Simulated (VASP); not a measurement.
# Be2C (Fm-3m) in VASP: further runs, part 2 of 2

VASP 6.6.1. Earlier steps stand in the parts before.

### Step 5. Single point, PBEsol

This run uses another cell than the first one, of 6.78 Å³/atom, 1.015 times its volume.

File INCAR:

```
SYSTEM = Be2C
ALGO     = Normal         ! electronic algorithm
EDIFF    = 1E-6           ! SCF threshold, eV
ENCUT    = 600            ! plane-wave cutoff, eV
GGA      = PS             ! functional
GGA_COMPAT= .FALSE.      
ISIF     = 2              ! what is computed and relaxed
ISMEAR   = 0              ! smearing method
LASPH    = .TRUE.         ! aspherical terms in the spheres
LCHARG   = .FALSE.        ! write CHGCAR
LREAL    = .FALSE.        ! projectors in reciprocal space
LWAVE    = .FALSE.        ! write WAVECAR
NBANDS   = 11             ! bands
NELM     = 120            ! most SCF steps
PREC     = Accurate       ! precision mode
SIGMA    = 0.01           ! smearing width, eV
```

File KPOINTS:

```
k-points
0
G
  8 8 8
  0 0 0
```

File POSCAR:

```
Be2C
1.0
    0.0000000000      2.1661537659      2.1661537659
    2.1661537659      0.0000000000      2.1661537659
    2.1661537659      2.1661537659      0.0000000000
Be C
2 1
Direct
    0.2500000000      0.2500000000      0.2500000000
    0.7500000000      0.7500000000      0.7500000000
    0.0000000000      0.0000000000      0.0000000000
```

Potentials or basis: VASP PAW PBE potentials, release 64 (Be, C).

The run is started by

```
$ cat potpaw_PBE.64/Be/POTCAR potpaw_PBE.64/C/POTCAR > POTCAR
$ mpirun -np 1 vasp_std > vasp.out
```

OUTCAR:

```text
SYSTEM = Be2C
   EDIFF = 1E-6
   ENCUT = 600
   GGA = PS
   ISIF = 2
   ISMEAR = 0
   LASPH = .TRUE.
   LREAL = .FALSE.
   NELM = 120
   PREC = Accurate

 ion  position               nearest neighbor table
   1  0.250  0.250  0.250-   3 1.88   3 1.88   3 1.88   3 1.88   2 2.17   2 2.17   2 2.17   2 2.17
                             2 2.17   2 2.17
   2  0.750  0.750  0.750-   3 1.88   3 1.88   3 1.88   3 1.88   1 2.17   1 2.17   1 2.17   1 2.17
                             1 2.17   1 2.17
   3  0.000  0.000  0.000-   2 1.88   2 1.88   2 1.88   1 1.88   2 1.88   1 1.88   1 1.88   1 1.88

  LATTYP: Found a face centered cubic cell.
 ALAT       =     4.3323075318

  Lattice vectors:

 A1 = (   0.0000000000,   2.1661537659,   2.1661537659)
 A2 = (   2.1661537659,   0.0000000000,   2.1661537659)
 A3 = (   2.1661537659,   2.1661537659,   0.0000000000)

Analysis of symmetry for initial positions (statically):
=====================================================================
 Subroutine PRICEL returns:
 Original cell was already a primitive cell.

 Routine SETGRP: Setting up the symmetry group for a
 face centered cubic supercell.

 Subroutine GETGRP returns: Found 48 space group operations
 (whereof 48 operations were pure point group operations)
 out of a pool of 48 trial point group operations.

The static configuration has the point symmetry O_h .

Analysis of symmetry for dynamics (positions and initial velocities):
=====================================================================
 Subroutine PRICEL returns:
 Original cell was already a primitive cell.

 Routine SETGRP: Setting up the symmetry group for a
 face centered cubic supercell.

 Subroutine GETGRP returns: Found 48 space group operations
 (whereof 48 operations were pure point group operations)
 out of a pool of 48 trial point group operations.

The dynamic configuration has the point symmetry O_h .

 Subroutine INISYM returns: Found 48 space group operations
 (whereof 48 operations are pure point group operations),
 and found     1 'primitive' translations
[... 120 lines left out ...]
  Thomas-Fermi vector in A             =   2.335554
   LORBIT       =      0    0 simple, 1 ext, 2 COOP (PROOUT), +10 PAW based schemes
   GGA     = PS    functional components
   LHFCALC =     F    Hartree Fock is set to
   AEXX    =    0.0000 exact exchange contribution
   IVDW    =     0    specifies the selected vdW correction
   LEPSILON=     F    determine dielectric tensor
   LRPA    =     F    only Hartree local field effects (RPA)
 non-spin polarized calculation
 Gauss-broadening in eV      SIGMA  =   0.01
  energy-cutoff  :      600.00
  volume of cell :       20.33
 maximum number of plane-waves:       700
   NGX = 13   NGY = 13   NGZ = 13

 number of electron       8.0000000 magnetization

 Free energy of the ion-electron system (eV)
  ---------------------------------------------------
  ext. energy  EPLUGINS =         0.00000000
  ---------------------------------------------------
  free energy    TOTEN  =       -18.41082246 eV

  energy without entropy =      -18.41082246  energy(sigma->0) =      -18.41082246

 E-fermi :   7.7396     XC(G=0): -11.5051

 val. band max:        7.6726475225   @ k =   0.0000   0.0000   0.0000
 cond. band min:       8.7314950803   @ k =   0.5000   0.5000   0.0000
 fundamental gap:      1.0588475578
 Fermi energy:         7.7396071527

 k-point     1 :       0.0000    0.0000    0.0000
  band No.  band energies     occupation
      1      -7.3463      2.00000
      2       7.6726      2.00000
      3       7.6726      2.00000
      4       7.6726      2.00000
      5      11.7542      0.00000
      6      11.7542      0.00000
      7      11.7542      0.00000
      8      14.3554      0.00000
      9      20.7399      0.00000
     10      20.7399      0.00000
     11      20.7399      0.00000
[... 309 lines left out ...]
 k-point    24 :      -0.3750    0.2500    0.1250
  band No.  band energies     occupation
      1      -4.0106      2.00000
      2      -0.3989      2.00000
      3       3.5466      2.00000
      4       4.2676      2.00000
      5      12.7522      0.00000
      6      14.2134      0.00000
      7      17.4077      0.00000
      8      18.2285      0.00000
      9      19.7119      0.00000
     10      21.3004      0.00000
     11      24.9990      0.00000

 [... further k-points ...]
[... 5 lines left out ...]
  --------------------------------------------------------------------------------------
  -------------------------------------------------------------------------------------
  Total       -0.3129319     -0.3129319     -0.3129319     -0.0000000      0.0000000     -0.0000000
  in kB      -24.6639440    -24.6639440    -24.6639440     -0.0000000      0.0000000     -0.0000000
  external PRESSURE =     -24.6639440 kB  Pullay stress =       0.0000000 kB

 VOLUME and BASIS-vectors are now :
 -----------------------------------------------------------------------------
  energy-cutoff  :      600.00
  volume of cell :       20.33
      direct lattice vectors                 reciprocal lattice vectors
     0.000000000  2.166153766  2.166153766    -0.230823872  0.230823872  0.230823872
     2.166153766  0.000000000  2.166153766     0.230823872 -0.230823872  0.230823872
     2.166153766  2.166153766  0.000000000     0.230823872  0.230823872 -0.230823872

 POSITION                                       TOTAL-FORCE (eV/Angst)
 -----------------------------------------------------------------------------------
      1.08308      1.08308      1.08308        -0.000000     -0.000000     -0.000000
      3.24923      3.24923      3.24923         0.000000      0.000000      0.000000
      0.00000      0.00000      0.00000        -0.000000     -0.000000     -0.000000
 -----------------------------------------------------------------------------------
    total drift:                               -0.000000     -0.000000     -0.000000

  FREE ENERGIE OF THE ION-ELECTRON SYSTEM (eV)
  ---------------------------------------------------
  free  energy   TOTEN  =       -18.4108224634 eV

  energy  without entropy=      -18.4108224634  energy(sigma->0) =      -18.41082246
```

stdout:

```text
POSCAR found type information on POSCAR BeC
 POSCAR found :  2 types and       3 ions
 scaLAPACK will be used
 -----------------------------------------------------------------------------
|                                                                             |
|                                                                             |
|     You enforced a specific xc type in the INCAR file but a different       |
|     I HOPE YOU KNOW WHAT YOU ARE DOING!                                     |
|                                                                             |
 -----------------------------------------------------------------------------

 LDA part: xc-table for (Slater+PW92), standard interpolation
 POSCAR, INCAR and KPOINTS ok, starting setup
 FFT: planning ... GRIDC
 FFT: planning ... GRID_SOFT
 FFT: planning ... GRID
 WAVECAR not read
 entering main loop
```

Run time: 14 s. Hardware: 1 thread of AMD EPYC 7R13, shared host; peak memory 0.1 GiB.

What came out:

| Quantity | Value |
| --- | --- |
| Free energy | -18.4108 eV |
| Pressure | -2.5 GPa |
| Band gap on the k mesh | 1.06 eV, indirect (least direct gap 4.08 eV) |

Levels at points of the mesh, in eV from the valence-band top:
```tsv
k point	band 2	band 3	band 4	band 5	band 6	band 7
(0.00, 0.00, 0.00)	0.00	0.00	0.00	4.08	4.08	4.08
(0.50, 0.00, 0.00)	-8.76	-1.83	-1.83	4.94	4.94	6.99
(0.50, 0.50, 0.00)	-6.78	-4.75	-4.75	1.06	5.71	13.18
```

Caveat: the PAW data sets were made with another functional, which shifts forces and pressure a little. A k mesh can miss the band edges.

### Step 6. The runs side by side

| cell | gap on the mesh (eV) | pressure (GPa) |
| --- | --- | --- |
| a = 3.048 Å, angles 60.0°, 3 atoms | 1.07 | 0.6 |
| a = 3.033 Å, angles 60.0°, 3 atoms | 1.07 | 3.8 |
| a = 3.063 Å, angles 60.0°, 3 atoms | 1.06 | -2.5 |

Alike in all rows: task single point; level PBEsol; potentials or basis VASP PAW PBE potentials, release 64 (Be, C); no spin polarisation; k mesh 8 × 8 × 8; cutoff (eV) 600; smearing gaussian 0.01 eV.

Caveats: the PAW data sets were made with another functional, which shifts forces and pressure a little.

Absolute energies hang on the potentials; compare differences alone.
